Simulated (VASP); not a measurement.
# CaO (I4mm) in VASP: single point with PBE

Aim: the single point of CaO with PBE.

All numbers are computed with VASP 6.6.1; they aren't measurements. Logs are shortened: lines on timing, memory, paths and dates and some standing lists are left out, and cuts for length are marked.

**1. The cell of the first run**

It takes space group I4mm (No. 107, tetragonal). The conventional cell has a = 3.416 Å, b = 3.416 Å, c = 4.831 Å, α = 90.00°, β = 90.00°, γ = 90.00°. Ca (site symmetry 4mm) has 6 O at 2.34 to 2.50 Å within 3.1 Å. O (site symmetry 4mm) has 6 Ca at 2.34 to 2.50 Å within 3.1 Å.

**2. Single point, PBE, non-collinear spin, zero start, spin-orbit coupling (atom 1 (Ca) moved 0.08 Å along x)**

INCAR reads:

```
PREC = Accurate
ENCUT = 520
EDIFF = 1E-7
ISMEAR = 0
SIGMA = 0.05
LREAL = F
LASPH = T
NELM = 150
ALGO = Normal
ISIF = 2
LWAVE = F
LCHARG = F
LNONCOLLINEAR = T
MAGMOM = 0 0 0 0 0 0
LORBIT = 11
LSORBIT = T
GGA_COMPAT = F
LORBMOM = T
GGA = PE
NBANDS = 28
```

KPOINTS reads:

```
Automatic mesh
0
Gamma
  8 8 8
```

POSCAR reads:

```
CaO
1.0
    0.0000000000      2.4154219976      2.4154219976
    2.4154219976      0.0000000000      2.4154219976
    2.4154219976      2.4154219976      0.0000000000
Ca O
1 1
Direct
    0.4834397467      0.5165602533      0.5165602533
    0.0000000000      0.0000000000      0.0000000000
```

Potentials or basis: VASP PAW PBE potentials, release 64 (Ca_sv, O).

Launch:

```
$ cat potpaw_PBE.64/Ca_sv/POTCAR potpaw_PBE.64/O/POTCAR > POTCAR
$ mpirun -np 1 vasp_ncl > vasp.out
```

OUTCAR:

```text
PREC = Accurate
   ENCUT = 520
   EDIFF = 1E-7
   ISMEAR = 0
   LREAL = F
   LASPH = T
   NELM = 150
   ISIF = 2
   LNONCOLLINEAR = T
   LORBIT = 11
   LSORBIT = T
   GGA = PE

 ion  position               nearest neighbor table
   1  0.483  0.517  0.517-   2 2.34   2 2.42   2 2.42   2 2.42   2 2.42   2 2.50
   2  0.000  0.000  0.000-   1 2.34   1 2.42   1 2.42   1 2.42   1 2.42   1 2.50

  LATTYP: Found a face centered cubic cell.
 ALAT       =     4.8308439952

  Lattice vectors:

 A1 = (   0.0000000000,   2.4154219976,   2.4154219976)
 A2 = (   2.4154219976,   0.0000000000,   2.4154219976)
 A3 = (   2.4154219976,   2.4154219976,   0.0000000000)

Analysis of symmetry for initial positions (statically):
=====================================================================
 Subroutine PRICEL returns:
 Original cell was already a primitive cell.

 Routine SETGRP: Setting up the symmetry group for a
 face centered cubic supercell.

 Subroutine GETGRP returns: Found  8 space group operations
 (whereof  8 operations were pure point group operations)
 out of a pool of 48 trial point group operations.

The static configuration has the point symmetry C_4v.

Analysis of symmetry for dynamics (positions and initial velocities):
=====================================================================
 Subroutine PRICEL returns:
 Original cell was already a primitive cell.

 Routine SETGRP: Setting up the symmetry group for a
 face centered cubic supercell.

 Subroutine GETGRP returns: Found  8 space group operations
 (whereof  8 operations were pure point group operations)
 out of a pool of 48 trial point group operations.

The dynamic configuration has the point symmetry C_4v.

Analysis of structural, dynamic, and magnetic symmetry:
=====================================================================
 Subroutine PRICEL returns:
 Original cell was already a primitive cell.

 Routine SETGRP: Setting up the symmetry group for a
 face centered cubic supercell.

 Subroutine GETGRP returns: Found  8 space group operations
 (whereof  8 operations were pure point group operations)
 out of a pool of 48 trial point group operations.

The overall configuration has the point symmetry C_4v.

 Subroutine INISYM returns: Found  8 space group operations
 (whereof  8 operations are pure point group operations),
 and found     1 'primitive' translations

----------------------------------------------------------------------------------------

                                     Primitive cell

  volume of cell :      28.1844

  direct lattice vectors                    reciprocal lattice vectors
     0.000000000  2.415421998  2.415421998    -0.207003166  0.207003166  0.207003166
     2.415421998  0.000000000  2.415421998     0.207003166 -0.207003166  0.207003166
     2.415421998  2.415421998  0.000000000     0.207003166  0.207003166 -0.207003166

  length of vectors
     3.415922548  3.415922548  3.415922548     0.358540000  0.358540000  0.358540000

  position of ions in fractional coordinates (direct lattice)
     0.483439747  0.516560253  0.516560253
     0.000000000  0.000000000  0.000000000

  ion indices of the primitive-cell ions
   primitive index   ion index
                 1           1
                 2           2

----------------------------------------------------------------------------------------

 KPOINTS: Automatic mesh

Automatic generation of k-mesh.
 Grid dimensions read from file:
 generate k-points for:    8    8    8

 Generating k-lattice:

  Cartesian coordinates                     Fractional coordinates (reciprocal lattice)
    -0.025875396  0.025875396  0.025875396     0.125000000  0.000000000  0.000000000
     0.025875396 -0.025875396  0.025875396     0.000000000  0.125000000  0.000000000
     0.025875396  0.025875396 -0.025875396     0.000000000  0.000000000  0.125000000

  Length of vectors
     0.044817500  0.044817500  0.044817500

  Shift w.r.t. Gamma in fractional coordinates (k-lattice)
     0.000000000  0.000000000  0.000000000

 Subroutine IBZKPT returns following result:
 ===========================================

 Found    100 irreducible k-points:

 Following reciprocal coordinates:
            Coordinates               Weight
  0.000000  0.000000  0.000000      1.000000
  0.125000  0.000000  0.000000      4.000000
 -0.125000  0.000000  0.000000      4.000000
  0.250000  0.000000  0.000000      4.000000
 -0.250000  0.000000  0.000000      4.000000
  0.375000  0.000000  0.000000      4.000000
[... 16 lines left out ...]
  0.000000  0.500000 -0.125000      4.000000
 -0.375000  0.125000  0.000000      8.000000
 [... further k-points ...]
[... 25 lines left out ...]
   ISYM   =      2    0-nonsym 1-usesym 2-fastsym
   POTIM  = 0.5000    time-step for ionic-motion
   TEBEG  =    0.0;   TEEND  =   0.0 temperature during run
   PSTRESS=    0.0 pullay stress
   NELECT =      16.0000    total number of electrons
   NUPDOWN=      -1.0000    fix difference up-down
   EMIN   =  10.00;   EMAX   =-10.00  energy-range for DOS
   EFERMI =   0.00;   METHOD = LEGACY
   ISMEAR =     0;   SIGMA  =   0.05  broadening in eV -4-tet -1-fermi 0-gaus
   EFERMI_NEDOS =   21; number of points for ismear=-14 and -15
   IALGO  =     38    algorithm
   IMIX   =      4    mixing-type and parameters
     AMIX     =   0.40;   BMIX     =  1.00
     AMIX_MAG =   1.60;   BMIX_MAG =  1.00
  volume/ion in A,a.u.               =      14.09        95.10
  Fermi-wavevector in a.u.,A,eV,Ry     =   1.355538  2.561596 25.000491  1.837484
  Thomas-Fermi vector in A             =   2.482617
   LORBIT       =     11    0 simple, 1 ext, 2 COOP (PROOUT), +10 PAW based schemes
   GGA     = PE    functional components
   LHFCALC =     F    Hartree Fock is set to
   AEXX    =    0.0000 exact exchange contribution
   IVDW    =     0    specifies the selected vdW correction
   LEPSILON=     F    determine dielectric tensor
   LRPA    =     F    only Hartree local field effects (RPA)
 Gauss-broadening in eV      SIGMA  =   0.05
  energy-cutoff  :      520.00
  volume of cell :       28.18
 maximum number of plane-waves:      1550
 NGX is ok and might be reduce to    28
   NGX = 13   NGY = 13   NGZ = 13

 number of electron      15.9999999 magnetization       0.0000000      0.0000000      0.0000000

 number of electron      15.9999999 magnetization      -0.0000000     -0.0000000     -0.0000000

 number of electron      15.9999999 magnetization       0.0000000     -0.0000000      0.0000000

 Free energy of the ion-electron system (eV)
  ---------------------------------------------------
  ext. energy  EPLUGINS =         0.00000000
  ---------------------------------------------------
  free energy    TOTEN  =       -12.79885742 eV

  energy without entropy =      -12.79885742  energy(sigma->0) =      -12.79885742

 E-fermi :   2.4550     XC(G=0): -10.3995

 val. band max:        2.2567792074   @ k =   0.0000   0.0000   0.0000
 cond. band min:       5.9056450558   @ k =   0.0000   0.5000   0.5000
 fundamental gap:      3.6488658484
 Fermi energy:         2.4550302376

 k-point     1 :       0.0000    0.0000    0.0000
  band No.  band energies     occupation
      1     -35.4282      1.00000
      2     -35.4282      1.00000
      3     -16.4599      1.00000
      4     -16.4599      1.00000
      5     -16.0810      1.00000
      6     -16.0810      1.00000
[... 733 lines left out ...]
     27      12.7656      0.00000
     28      12.7793      0.00000

 [... further k-points ...]

------------------------ aborting loop because EDIFF is reached ----------------------------------------

  FORCE on cell =-STRESS in cart. coord.  units (eV):
  Direction    XX          YY          ZZ          XY          YZ          ZX
  --------------------------------------------------------------------------------------
  -------------------------------------------------------------------------------------
  Total        0.2536786      0.0885495      0.0885495     -0.0000000      0.0000000      0.0000000
  in kB       14.4206689      5.0337031      5.0337031     -0.0000000      0.0000000      0.0000000
  external PRESSURE =       8.1626917 kB  Pullay stress =       0.0000000 kB

 VOLUME and BASIS-vectors are now :
 -----------------------------------------------------------------------------
  energy-cutoff  :      520.00
  volume of cell :       28.18
      direct lattice vectors                 reciprocal lattice vectors
     0.000000000  2.415421998  2.415421998    -0.207003166  0.207003166  0.207003166
     2.415421998  0.000000000  2.415421998     0.207003166 -0.207003166  0.207003166
     2.415421998  2.415421998  0.000000000     0.207003166  0.207003166 -0.207003166

 POSITION                                       TOTAL-FORCE (eV/Angst)
 -----------------------------------------------------------------------------------
      2.49542      2.41542      2.41542        -0.241217      0.000000      0.000000
      0.00000      0.00000      0.00000         0.241217      0.000000      0.000000
 -----------------------------------------------------------------------------------
    total drift:                                0.000035      0.000000      0.000000

  FREE ENERGIE OF THE ION-ELECTRON SYSTEM (eV)
  ---------------------------------------------------
  free  energy   TOTEN  =       -12.7988574237 eV

  energy  without entropy=      -12.7988574237  energy(sigma->0) =      -12.79885742

 orbital moment (x)

 # of ion     p       d       tot
 ----------------------------------------
  1         0.000   0.000   0.000
  2         0.000   0.000   0.000
 ----------------------------------------
            0.000   0.000   0.000

 orbital moment (y)

 # of ion     p       d       tot
 ----------------------------------------
  1         0.000   0.000   0.000
  2         0.000   0.000   0.000
 ----------------------------------------
            0.000   0.000   0.000

 orbital moment (z)

 # of ion     p       d       tot
 ----------------------------------------
  1         0.000   0.000   0.000
  2         0.000   0.000   0.000
 ----------------------------------------
            0.000   0.000   0.000

 Spin-Orbit-Coupling matrix elements

 Ion:    1  E_soc:     -0.0057525
 l=   1
     0.0000000    -0.0009569    -0.0009570
    -0.0009569     0.0000000    -0.0009570
    -0.0009570    -0.0009570     0.0000000
 l=   2
     0.0000000     0.0000000     0.0000000     0.0000000    -0.0000018
     0.0000000     0.0000000    -0.0000014     0.0000000    -0.0000005
     0.0000000    -0.0000014     0.0000000    -0.0000014     0.0000000
     0.0000000     0.0000000    -0.0000014     0.0000000    -0.0000005
    -0.0000018    -0.0000005     0.0000000    -0.0000005     0.0000000
 l=   3
     0.0000000     0.0000000     0.0000000     0.0000000     0.0000000     0.0000000     0.0000000
     0.0000000     0.0000000     0.0000000     0.0000000     0.0000000     0.0000000     0.0000000
     0.0000000     0.0000000     0.0000000     0.0000000     0.0000000     0.0000000     0.0000000
     0.0000000     0.0000000     0.0000000     0.0000000     0.0000000     0.0000000     0.0000000
     0.0000000     0.0000000     0.0000000     0.0000000     0.0000000     0.0000000     0.0000000
     0.0000000     0.0000000     0.0000000     0.0000000     0.0000000     0.0000000     0.0000000
     0.0000000     0.0000000     0.0000000     0.0000000     0.0000000     0.0000000     0.0000000

 Ion:    2  E_soc:     -0.0002065
 l=   1
     0.0000000    -0.0000343    -0.0000345
    -0.0000343     0.0000000    -0.0000345
    -0.0000345    -0.0000345     0.0000000
 l=   2
     0.0000000     0.0000000     0.0000000     0.0000000     0.0000000
     0.0000000     0.0000000     0.0000000     0.0000000     0.0000000
     0.0000000     0.0000000     0.0000000     0.0000000     0.0000000
     0.0000000     0.0000000     0.0000000     0.0000000     0.0000000
     0.0000000     0.0000000     0.0000000     0.0000000     0.0000000
 l=   3
     0.0000000     0.0000000     0.0000000     0.0000000     0.0000000     0.0000000     0.0000000
     0.0000000     0.0000000     0.0000000     0.0000000     0.0000000     0.0000000     0.0000000
     0.0000000     0.0000000     0.0000000     0.0000000     0.0000000     0.0000000     0.0000000
     0.0000000     0.0000000     0.0000000     0.0000000     0.0000000     0.0000000     0.0000000
     0.0000000     0.0000000     0.0000000     0.0000000     0.0000000     0.0000000     0.0000000
     0.0000000     0.0000000     0.0000000     0.0000000     0.0000000     0.0000000     0.0000000
     0.0000000     0.0000000     0.0000000     0.0000000     0.0000000     0.0000000     0.0000000

 total charge

# of ion       s       p       d       tot
------------------------------------------
    1        2.040   5.879   0.296   8.215
    2        1.550   3.447   0.000   4.997
--------------------------------------------------
tot          3.590   9.326   0.296  13.211

 magnetization (x)

# of ion       s       p       d       tot
------------------------------------------
    1        0.000   0.000   0.000   0.000
    2        0.000   0.000   0.000   0.000
--------------------------------------------------
tot          0.000   0.000   0.000   0.000

 magnetization (y)

# of ion       s       p       d       tot
------------------------------------------
    1        0.000  -0.000   0.000  -0.000
    2        0.000   0.000   0.000   0.000
--------------------------------------------------
tot          0.000  -0.000   0.000  -0.000

 magnetization (z)

# of ion       s       p       d       tot
------------------------------------------
    1        0.000  -0.000  -0.000  -0.000
    2        0.000  -0.000   0.000  -0.000
--------------------------------------------------
tot          0.000  -0.000  -0.000  -0.000
```

It took 9.4 min on 1 thread of AMD EPYC 7R43 (Zen 3), shared host; peak memory 0.28 GiB.

What came out:

- Free energy: -12.7989 eV
- Pressure: 0.8 GPa
- Largest force: 0.241 eV/Å
- Net moment: 0.00 μB per cell
- Valence electrons inside the program's atomic spheres: Ca 8.21; O 5.00

Forces in eV/Å, atoms in the order of the input:
```
Ca  -0.241  0.000  0.000
O    0.241  0.000  0.000
```

Stress tensor (GPa, compression positive):
```
1.44 0.00 0.00
0.00 0.50 0.00
0.00 0.00 0.50
```

Moments on the atoms (μB; x, y, z):
```
Ca  0.00 0.00 0.00
O   0.00 0.00 0.00
```

Caveat: the cell differs from its parent crystal (atom 1 (Ca) moved 0.08 Å along x).
